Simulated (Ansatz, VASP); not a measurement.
One calculation of Mo, two programs

```
Mo
1.0
    -1.58033    1.58033    1.58033
     1.58033   -1.58033    1.58033
     1.58033    1.58033   -1.58033
Mo
1
Direct
  0.00000 0.00000 0.00000
```

Alike in both runs: functional PBE; k mesh 16 × 16 × 16; occupations gaussian, width 0.3 eV; no spin polarisation.

Ansatz relaxed the structure, and its values are those at the end. VASP's run is a single point on that final structure, the one shown.

|  | VASP | Ansatz |
| --- | --- | --- |
| version | VASP 6.6.1 | Ansatz 0.2.0 |
| potentials or method | VASP PAW PBE potentials, release 64 (Mo_sv) | scalar-relativistic, plane waves, PAW |
| plane-wave cutoff (eV) | 520 | 420 |
| valence electrons in the cell | 14 | 14 |

VASP gave:

```
gap on the k mesh at the Fermi level (eV) : none
pressure (GPa)                            : 0.6
```

Problem. Estimate Ansatz's values.

Solution. gap on the k mesh at the Fermi level (eV): none; pressure (GPa): 0.0.

A gap of «none» marks a metal or a gap that the smearing closes. With one functional, cell and mesh, what is left measures potentials, basis and numerics.
